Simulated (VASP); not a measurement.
# Zn (P6_3/mmc) in VASP: notebook

The runs below take Zn through single point, relaxation of cell and atoms, with PBE.

Everything below comes from runs of VASP 6.6.1. Logs are shortened: lines on timing, memory, paths and dates and some standing lists are left out, and cuts for length are marked.

### Step 1. The cell of the first run

Symmetry: P6_3/mmc, No. 194, hexagonal system. Conventional cell: a = 2.688 Å, b = 2.688 Å, c = 4.788 Å, α = 90.00°, β = 90.00°, γ = 120.00°. Within 3.5 Å of Zn (site symmetry -6m2) lie 12 Zn at 2.69 to 2.85 Å.

### Step 2. Single point, PBE

INCAR reads:

```
SYSTEM = Zn
PREC     = Accurate       ! precision mode
ENCUT    = 520            ! plane-wave cutoff, eV
EDIFF    = 1E-6           ! SCF threshold, eV
ISMEAR   = -1             ! smearing method
SIGMA    = 0.05           ! smearing width, eV
LREAL    = .False.        ! projectors in reciprocal space
LASPH    = .True.         ! aspherical terms in the spheres
NELM     = 100            ! most SCF steps
ALGO     = Normal         ! electronic algorithm
ISIF     = 2              ! what is computed and relaxed
LWAVE    = .False.        ! write WAVECAR
LCHARG   = .False.        ! write CHGCAR
GGA      = PE             ! functional
NBANDS   = 19             ! bands
```

KPOINTS reads:

```
regular mesh
0
Gamma
  17 17 9
  0 0 0
```

POSCAR reads:

```
Zn
1.0
    2.6883330995      0.0000000000      0.0000000000
   -1.3441665498      2.3281647579      0.0000000000
    0.0000000000      0.0000000000      4.7878787383
Zn
2
Direct
    0.3333333333      0.6666666667      0.2500000000
    0.6666666667      0.3333333333      0.7500000000
```

Potentials or basis: VASP PAW PBE potentials, release 64 (Zn).

Started as:

```bash
> cat potpaw_PBE.64/Zn/POTCAR > POTCAR
> mpirun -np 1 vasp_std > vasp.out
```

OUTCAR:

```text
SYSTEM = Zn
   PREC = Accurate
   ENCUT = 520
   EDIFF = 1E-6
   ISMEAR = -1
   LREAL = .False.
   LASPH = .True.
   NELM = 100
   ISIF = 2
   GGA = PE

 ion  position               nearest neighbor table
   1  0.333  0.667  0.250-   2 2.85   2 2.85   2 2.85   2 2.85   2 2.85   2 2.85
   2  0.667  0.333  0.750-   1 2.85   1 2.85   1 2.85   1 2.85   1 2.85   1 2.85

  LATTYP: Found a hexagonal cell.
 ALAT       =     2.6883330995
 C/A-ratio  =     1.7809841865

  Lattice vectors:

 A1 = (   2.6883330995,   0.0000000000,   0.0000000000)
 A2 = (  -1.3441665498,   2.3281647579,   0.0000000000)
 A3 = (   0.0000000000,   0.0000000000,   4.7878787383)

Analysis of symmetry for initial positions (statically):
=====================================================================
 Subroutine PRICEL returns:
 Original cell was already a primitive cell.

 Routine SETGRP: Setting up the symmetry group for a
 hexagonal supercell.

 Subroutine GETGRP returns: Found 24 space group operations
 (whereof 12 operations were pure point group operations)
 out of a pool of 24 trial point group operations.

The static configuration has the point symmetry D_3d.
 The point group associated with its full space group is D_6h.

Analysis of symmetry for dynamics (positions and initial velocities):
=====================================================================
 Subroutine PRICEL returns:
 Original cell was already a primitive cell.

 Routine SETGRP: Setting up the symmetry group for a
 hexagonal supercell.

 Subroutine GETGRP returns: Found 24 space group operations
 (whereof 12 operations were pure point group operations)
 out of a pool of 24 trial point group operations.

The dynamic configuration has the point symmetry D_3d.
 The point group associated with its full space group is D_6h.

 Subroutine INISYM returns: Found 24 space group operations
 (whereof 12 operations are pure point group operations),
 and found     1 'primitive' translations

----------------------------------------------------------------------------------------

                                     Primitive cell

  volume of cell :      29.9668

  direct lattice vectors                    reciprocal lattice vectors
     2.688333099  0.000000000  0.000000000     0.371977714  0.214761433  0.000000000
    -1.344166550  2.328164758  0.000000000     0.000000000  0.429522866  0.000000000
     0.000000000  0.000000000  4.787878738     0.000000000  0.000000000  0.208860762

  length of vectors
     2.688333099  2.688333099  4.787878738     0.429522866  0.429522866  0.208860762

  position of ions in fractional coordinates (direct lattice)
     0.333333333  0.666666667  0.250000000
     0.666666667  0.333333333  0.750000000

  ion indices of the primitive-cell ions
   primitive index   ion index
                 1           1
                 2           2

----------------------------------------------------------------------------------------

 KPOINTS: regular mesh

Automatic generation of k-mesh.
 Grid dimensions read from file:
 generate k-points for:   17   17    9

 Generating k-lattice:

  Cartesian coordinates                     Fractional coordinates (reciprocal lattice)
     0.021881042  0.012633025  0.000000000     0.058823529  0.000000000  0.000000000
     0.000000000  0.025266051  0.000000000     0.000000000  0.058823529  0.000000000
     0.000000000  0.000000000  0.023206751     0.000000000  0.000000000  0.111111111

  Length of vectors
     0.025266051  0.025266051  0.023206751

  Shift w.r.t. Gamma in fractional coordinates (k-lattice)
     0.000000000  0.000000000  0.000000000

 Subroutine IBZKPT returns following result:
 ===========================================

 Found    165 irreducible k-points:

 Following reciprocal coordinates:
            Coordinates               Weight
  0.000000  0.000000  0.000000      1.000000
  0.058824  0.000000  0.000000      6.000000
  0.117647  0.000000  0.000000      6.000000
  0.176471 -0.000000  0.000000      6.000000
  0.235294  0.000000  0.000000      6.000000
  0.294118  0.000000  0.000000      6.000000
[... 16 lines left out ...]
  0.411765  0.117647  0.000000     12.000000
  0.176471  0.176471  0.000000      6.000000
 [... further k-points ...]
   k-points           NKPTS =    165   k-points in BZ     NKDIM =    165   number of bands    NBANDS=     19
   number of dos      NEDOS =    301   number of ions     NIONS =      2
   total plane-waves  NPLWV =  14400
   dimension x,y,z NGX =    20 NGY =   20 NGZ =   36
   dimension x,y,z NGXF=    40 NGYF=   40 NGZF=   72
   ions per type =               2
   NGX,Y,Z   is equivalent  to a cutoff of  12.37, 12.37, 12.50 a.u.
   NGXF,Y,Z  is equivalent  to a cutoff of  24.74, 24.74, 25.00 a.u.
 SYSTEM =  Zn
   PREC   = accura    normal or accurate (medium, high low for compatibility)
   ISTART =      0    job   : 0-new  1-cont  2-samecut
   ICHARG =      2    charge: 1-file 2-atom 10-const
   ISPIN  =      1    spin polarized calculation?
   LNONCOLLINEAR =      F non collinear calculations
   LSORBIT =      F    spin-orbit coupling
   LASPH  =      T    aspherical Exc in radial PAW
   ENCUT  =  520.0 eV  38.22 Ry    6.18 a.u.   5.00  5.00  8.90*2*pi/ulx,y,z
   NELM   =    100;   NELMIN=  2; NELMDL= -5     # of ELM steps
   EDIFF  = 0.1E-05   stopping-criterion for ELM
   LREAL  =      F    real-space projection
   EDIFFG = 0.1E-04   stopping-criterion for IOM
   NSW    =      0    number of steps for IOM
   IBRION =     -1    ionic relax: 0-MD 1-quasi-New 2-CG
   NFREE  =      0    steps in history (QN), initial steepest desc. (CG)
   ISIF   =      2    stress and relaxation
   ISYM   =      2    0-nonsym 1-usesym 2-fastsym
   POTIM  = 0.5000    time-step for ionic-motion
   TEBEG  =    0.0;   TEEND  =   0.0 temperature during run
   PSTRESS=    0.0 pullay stress
   NELECT =      24.0000    total number of electrons
   NUPDOWN=      -1.0000    fix difference up-down
   EMIN   =  10.00;   EMAX   =-10.00  energy-range for DOS
   EFERMI =   0.00;   METHOD = LEGACY
   ISMEAR =    -1;   SIGMA  =   0.05  broadening in eV -4-tet -1-fermi 0-gaus
   EFERMI_NEDOS =   21; number of points for ismear=-14 and -15
   IALGO  =     38    algorithm
   IMIX   =      4    mixing-type and parameters
     AMIX     =   0.40;   BMIX     =  1.00
     AMIX_MAG =   1.60;   BMIX_MAG =  1.00
  volume/ion in A,a.u.               =      14.98       101.11
  Fermi-wavevector in a.u.,A,eV,Ry     =   1.520309  2.872968 31.447692  2.311340
  Thomas-Fermi vector in A             =   2.629177
   LORBIT       =      0    0 simple, 1 ext, 2 COOP (PROOUT), +10 PAW based schemes
   GGA     = PE    functional components
   LHFCALC =     F    Hartree Fock is set to
   AEXX    =    0.0000 exact exchange contribution
   IVDW    =     0    specifies the selected vdW correction
   LEPSILON=     F    determine dielectric tensor
   LRPA    =     F    only Hartree local field effects (RPA)
 non-spin polarized calculation
  energy-cutoff  :      520.00
  volume of cell :       29.97
 maximum number of plane-waves:       829
 NGX is ok and might be reduce to    20
   NGX =  9   NGY =  9   NGZ = 17

 number of electron      24.0000017 magnetization

 Free energy of the ion-electron system (eV)
  ---------------------------------------------------
  ext. energy  EPLUGINS =         0.00000000
  ---------------------------------------------------
  free energy    TOTEN  =        -2.20954202 eV

  energy without entropy =       -2.20581874  energy(sigma->0) =       -2.20768038

 E-fermi :   3.2857     XC(G=0): -11.6390

 val. band max:        3.2541864906   @ k =   0.2353   0.1176   0.0000
 cond. band min:       3.3419634515   @ k =   0.2941   0.2353   0.2222
 fundamental gap:      0.0877769609
 Fermi energy:         3.2857278174

 k-point     1 :       0.0000    0.0000    0.0000
  band No.  band energies     occupation
      1      -7.2914      2.00000
      2      -5.3716      2.00000
      3      -4.6630      2.00000
      4      -4.4820      2.00000
      5      -4.4820      2.00000
      6      -4.4197      2.00000
[... 11 lines left out ...]
     18      21.7355      0.00000
     19      21.7355      0.00000

 k-point     2 :       0.0588    0.0000    0.0000
  band No.  band energies     occupation
      1      -7.1910      2.00000
      2      -5.3309      2.00000
      3      -4.6563      2.00000
      4      -4.4886      2.00000
      5      -4.4588      2.00000
      6      -4.4297      2.00000
[... 11 lines left out ...]
     18      22.1315      0.00000
     19      22.6635      0.00000

 k-point     3 :       0.1176    0.0000    0.0000
  band No.  band energies     occupation
      1      -6.8939      2.00000
      2      -5.2217      2.00000
      3      -4.6479      2.00000
      4      -4.4991      2.00000
      5      -4.4454      2.00000
      6      -4.3915      2.00000
[... 11 lines left out ...]
     18      21.1792      0.00000
     19      22.4167      0.00000

 k-point     4 :       0.1765   -0.0000    0.0000
  band No.  band energies     occupation
      1      -6.4184      2.00000
      2      -5.0878      2.00000
      3      -4.6482      2.00000
      4      -4.5232      2.00000
      5      -4.3985      2.00000
      6      -4.3934      2.00000
[... 11 lines left out ...]
     18      18.9679      0.00000
     19      20.3602      0.00000

 k-point     5 :       0.2353    0.0000    0.0000
  band No.  band energies     occupation
      1      -5.8269      2.00000
      2      -5.0142      2.00000
      3      -4.5991      2.00000
      4      -4.5741      2.00000
      5      -4.5345      2.00000
      6      -4.2718      2.00000
[... 11 lines left out ...]
     18      18.3281      0.00000
     19      20.5109      0.00000
[... 334 lines left out ...]
      2      -4.9735      2.00000
      3      -4.8545      2.00000
      4      -4.4591      2.00000
      5      -4.4320      2.00000
      6      -4.3654      2.00000
[... 11 lines left out ...]
     18      16.7008      0.00000
     19      17.7507      0.00000

 k-point    22 :       0.3529    0.1176    0.0000
  band No.  band energies     occupation
      1      -5.0725      2.00000
      2      -4.9823      2.00000
      3      -4.9277      2.00000
      4      -4.4703      2.00000
      5      -4.3776      2.00000
      6      -4.3674      2.00000
[... 11 lines left out ...]
     18      16.2702      0.00000
     19      17.3856      0.00000

 k-point    23 :       0.4118    0.1176    0.0000
  band No.  band energies     occupation
      1      -5.1029      2.00000
      2      -4.9954      2.00000
      3      -4.9643      2.00000
      4      -4.4628      2.00000
      5      -4.4221      2.00000
      6      -4.3337      2.00000
[... 11 lines left out ...]
     18      16.0508      0.00000
     19      17.2030      0.00000

 k-point    24 :       0.1765    0.1765    0.0000
  band No.  band energies     occupation
      1      -5.0877      2.00000
      2      -4.8235      2.00000
      3      -4.7548      2.00000
      4      -4.7188      2.00000
      5      -4.5055      2.00000
      6      -4.4470      2.00000
[... 11 lines left out ...]
     18      15.9372      0.00000
     19      17.1767      0.00000

 [... further k-points ...]
[... 5 lines left out ...]
  --------------------------------------------------------------------------------------
  -------------------------------------------------------------------------------------
  Total        0.0763524      0.0763524      0.0473191     -0.0000000      0.0000000      0.0000000
  in kB        4.0821937      4.0821937      2.5299220     -0.0000000      0.0000000      0.0000000
  external PRESSURE =       3.5647698 kB  Pullay stress =       0.0000000 kB

 VOLUME and BASIS-vectors are now :
 -----------------------------------------------------------------------------
  energy-cutoff  :      520.00
  volume of cell :       29.97
      direct lattice vectors                 reciprocal lattice vectors
     2.688333099  0.000000000  0.000000000     0.371977714  0.214761433  0.000000000
    -1.344166550  2.328164758  0.000000000     0.000000000  0.429522866  0.000000000
     0.000000000  0.000000000  4.787878738     0.000000000  0.000000000  0.208860762

 POSITION                                       TOTAL-FORCE (eV/Angst)
 -----------------------------------------------------------------------------------
     -0.00000      1.55211      1.19697        -0.000000      0.000000      0.000000
      1.34417      0.77605      3.59091         0.000000     -0.000000      0.000000
 -----------------------------------------------------------------------------------
    total drift:                               -0.000000      0.000000     -0.000000

  FREE ENERGIE OF THE ION-ELECTRON SYSTEM (eV)
  ---------------------------------------------------
  free  energy   TOTEN  =        -2.2095420216 eV

  energy  without entropy=       -2.2058187425  energy(sigma->0) =       -2.20768038
```

It took 24 s on 1 thread of Intel Xeon 6975P-C (Granite Rapids), shared host; peak memory 0.19 GiB.

What came out:

- Free energy: -2.2095 eV
- Pressure: 0.4 GPa
- Band gap on the k mesh: zero (band 12 reaches 4.42 eV, above the bottom of band 13 at 0.68 eV)

Stress tensor (GPa, compression positive):
```
0.41 0.00 0.00
0.00 0.41 0.00
0.00 0.00 0.25
```

Levels at points of the mesh, in eV from the Fermi level:
```
           k point  band 8  band 9  band 10  band 11  band 12  band 13  band 14  band 15  band 16  band 17
(0.00, 0.00, 0.00)   -7.44   -7.44    -7.18    -7.18    -3.57    -2.60    15.14    16.70    16.70    18.19
```

### Step 3. Single point, PBE

This run uses another cell than the first one, of 15.37 Å³/atom, 1.026 times its volume.

INCAR reads:

```
SYSTEM = Zn
PREC = Accurate ; ENCUT = 520
EDIFF = 1E-7 ; ISMEAR = -1
SIGMA = 0.05 ; LREAL = .FALSE.
LASPH = .TRUE. ; NELM = 60
ALGO = Normal ; ISIF = 2
LWAVE = .FALSE. ; LCHARG = .FALSE.
GGA = PE ; NBANDS = 19
```

KPOINTS reads:

```
Automatic mesh
0
G
  17 17 9
  0 0 0
```

POSCAR reads:

```
Zn
1.0
    2.7162442533      0.0000000001      0.0000000000
   -1.3581221267      2.3523365262      0.0000000000
    0.0000000000      0.0000000000      4.8109199422
Zn
2
Direct
    0.3333333333      0.6666666667      0.2500000000
    0.6666666667      0.3333333333      0.7500000000
```

Potentials or basis: VASP PAW PBE potentials, release 64 (Zn).

Started as:

```bash
> cat potpaw_PBE.64/Zn/POTCAR > POTCAR
> mpirun -np 1 vasp_std > vasp.out
```

It took 27 s on 1 thread of Intel Xeon 6975P-C (Granite Rapids), shared host; peak memory 0.19 GiB.

It converged, with:

```
Free energy            : -2.2066 eV
Pressure               : -1.4 GPa
Band gap on the k mesh : zero (band 12 reaches 4.20 eV, above the bottom of band 13 at 0.54 eV)
```

Stress tensor (GPa, compression positive):
```
-1.61  0.00  0.00
 0.00 -1.61  0.00
 0.00  0.00 -1.11
```

Levels at points of the mesh, in eV from the Fermi level:
```tsv
k point	band 9	band 10	band 11	band 12	band 13	band 14	band 15	band 16
(0.00, 0.00, 0.00)	-7.39	-7.13	-7.13	-3.42	-2.56	15.07	16.27	16.27
```

### Step 4. Relaxation of cell and atoms, PBE

INCAR reads:

```
ALGO = Normal ; EDIFF = 1E-6
EDIFFG = -0.005 ; ENCUT = 600
GGA = PE ; IBRION = 2
ISIF = 3 ; ISMEAR = -1
LASPH = T ; LCHARG = F
LREAL = F ; LWAVE = F
NELM = 80 ; NSW = 45
PREC = Accurate ; SIGMA = 0.05
```

KPOINTS reads:

```
k-points
0
Gamma
  17 17 9
```

POSCAR reads:

```
Zn
1.0
    2.6883330994      0.0000000000      0.0000000000
   -1.3441665498      2.3281647580      0.0000000000
    0.0000000000      0.0000000000      4.7878787383
Zn
2
Direct
    0.3333333333      0.6666666667      0.2500000000
    0.6666666667      0.3333333333      0.7500000000
```

Potentials or basis: VASP PAW PBE potentials, release 64 (Zn).

Started as:

```bash
> cat potpaw_PBE.64/Zn/POTCAR > POTCAR
> mpirun -np 1 vasp_std > vasp.out
```

OUTCAR:

```text
EDIFF = 1E-6
   EDIFFG = -0.005
   ENCUT = 600
   GGA = PE
   IBRION = 2
   ISIF = 3
   ISMEAR = -1
   LASPH = T
   LREAL = F
   NELM = 80
   NSW = 45
   PREC = Accurate

 ion  position               nearest neighbor table
   1  0.333  0.667  0.250-   2 2.85   2 2.85   2 2.85   2 2.85   2 2.85   2 2.85
   2  0.667  0.333  0.750-   1 2.85   1 2.85   1 2.85   1 2.85   1 2.85   1 2.85

  LATTYP: Found a hexagonal cell.
 ALAT       =     2.6883330994
 C/A-ratio  =     1.7809841866

  Lattice vectors:

 A1 = (   2.6883330994,   0.0000000000,   0.0000000000)
 A2 = (  -1.3441665498,   2.3281647580,   0.0000000000)
 A3 = (   0.0000000000,   0.0000000000,   4.7878787383)

Analysis of symmetry for initial positions (statically):
=====================================================================
 Subroutine PRICEL returns:
 Original cell was already a primitive cell.
[... 322 lines left out ...]
  ---------------------------------------------------
  free energy    TOTEN  =        -2.20913077 eV

  energy without entropy =       -2.20533093  energy(sigma->0) =       -2.20723085

 E-fermi :   3.2609     XC(G=0): -11.6204

 val. band max:        3.2363528391   @ k =   0.2353   0.1176   0.0000
 cond. band min:       3.3189306646   @ k =   0.4706   0.0588   0.4444
 fundamental gap:      0.0825778256
 Fermi energy:         3.2609240109

 k-point     1 :       0.0000    0.0000    0.0000
  band No.  band energies     occupation
      1      -7.2882      2.00000
      2      -5.3793      2.00000
      3      -4.6763      2.00000
      4      -4.4981      2.00000
      5      -4.4981      2.00000
      6      -4.4359      2.00000
[... 433 lines left out ...]
      3      -4.7678      2.00000
      4      -4.7324      2.00000
      5      -4.5200      2.00000
      6      -4.4638      2.00000
[... 8 lines left out ...]
     15       9.6852      0.00000
     16      15.6530      0.00000

 [... further k-points ...]
[... 5 lines left out ...]
  --------------------------------------------------------------------------------------
  -------------------------------------------------------------------------------------
  Total       -0.0048869     -0.0048869     -0.0098159      0.0000000      0.0000000      0.0000000
  in kB       -0.2603548     -0.2603548     -0.5229553      0.0000000      0.0000000      0.0000000
  external PRESSURE =      -0.3478883 kB  Pullay stress =       0.0000000 kB
[... 17 lines left out ...]
  FREE ENERGIE OF THE ION-ELECTRON SYSTEM (eV)
  ---------------------------------------------------
  free  energy   TOTEN  =        -2.2091307676 eV

  energy  without entropy=       -2.2053309341  energy(sigma->0) =       -2.20723085

 reached required accuracy - stopping structural energy minimisation
```

It took 63 s on 1 thread of Intel Xeon 6975P-C (Granite Rapids), shared host; peak memory 0.22 GiB.

What came out:

| Quantity | Value |
| --- | --- |
| Free energy | -2.2091 eV |
| Relaxed volume | 15.04 Å³/atom |
| Relaxed cell | a = 2.692 Å, b = 2.692 Å, c = 4.790 Å, α = 90.00°, β = 90.00°, γ = 120.00° |
| Space group after relaxing (to 0.05 Å) | P6_3/mmc (No. 194) |
| Energy gained by relaxing | 0.1 meV/atom |
| Ionic steps | 5 |
| Pressure after relaxing | 0.0 GPa |
| Band gap on the k mesh | zero (band 12 reaches 4.39 eV, above the bottom of band 13 at 0.67 eV) |

Step by step:
```csv
step,energy change (eV),largest force (eV/Å),pressure (GPa),volume (Å³)
1,0.0000,0.0000,0.31,29.97
2,-0.0001,0.0000,-0.06,30.09
3,-0.0001,0.0000,-0.01,30.07
4,-0.0001,0.0000,-0.01,30.08
5,-0.0001,0.0000,-0.03,30.07
```

Final structure:
```xyz
2
Lattice="2.6925 0.0000 0.0000 -1.3462 2.3317 0.0000 0.0000 0.0000 4.7902" Properties=species:S:1:pos:R:3 pbc="T T T"
Zn    0.0000    1.5545    1.1975
Zn    1.3462    0.7772    3.5926
```

### Step 5. Summary

```tsv
task	cell	cutoff (eV)	gap on the mesh (eV)	pressure (GPa)
single point	a = 2.688, b = 2.688, c = 4.788 Å, angles 90.0, 90.0, 120.0°, 2 atoms	520	none	0.4
single point	a = 2.716, b = 2.716, c = 4.811 Å, angles 90.0, 90.0, 120.0°, 2 atoms	520	none	-1.4
relaxation of cell and atoms	relaxed from a = 2.688, b = 2.688, c = 4.788 Å, angles 90.0, 90.0, 120.0°, 2 atoms	600	none	0.0
```

Alike in all rows: level PBE; potentials or basis VASP PAW PBE potentials, release 64 (Zn); no spin polarisation; k mesh 17 × 17 × 9; smearing fermi-dirac 0.05 eV.

Total energies depend on the potentials used, so only differences within one code and one set of settings carry meaning.
